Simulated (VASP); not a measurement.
The system is BAs.

```
B As
1.0
     0.00000    2.38850    2.38850
     2.38850    0.00000    2.38850
     2.38850    2.38850    0.00000
B As
1 1
Direct
  0.00000 0.00000 0.00000
  0.25000 0.25000 0.25000
```

| Quantity | Value |
| --- | --- |
| Program | VASP 6.6.1 |
| Task | relaxation of cell and atoms |
| Functional | PBE |
| Potentials or basis | VASP PAW PBE potentials, release 64 (B, As) |
| Cutoff | 500 eV |
| k mesh | 8 × 8 × 8 |
| Occupations | gaussian, width 0.01 eV |
| Spin | no spin polarisation |

At the start: pressure 3.4 GPa; volume 13.63 Å³/atom.

How do energy, volume and symmetry change on relaxing?

Over 3 steps the energy falls by 3.6 meV/atom and the volume is 13.97 Å³/atom (+2.5 %); space group F-43m (No. 216, to 0.05 Å).

The path:
```
step  energy change (eV)  largest force (eV/Å)  pressure (GPa)  volume (Å³)
   1              0.0000                0.0000            3.44        27.25
   2             -0.0037                0.0000           -2.20        28.42
   3             -0.0071                0.0000            0.01        27.93
```

Final structure:
```
B As
1.0
     0.00000    2.40824    2.40824
     2.40824    0.00000    2.40824
     2.40824    2.40824    0.00000
B As
1 1
Direct
  0.00000 0.00000 0.00000
  0.25000 0.25000 0.25000
```
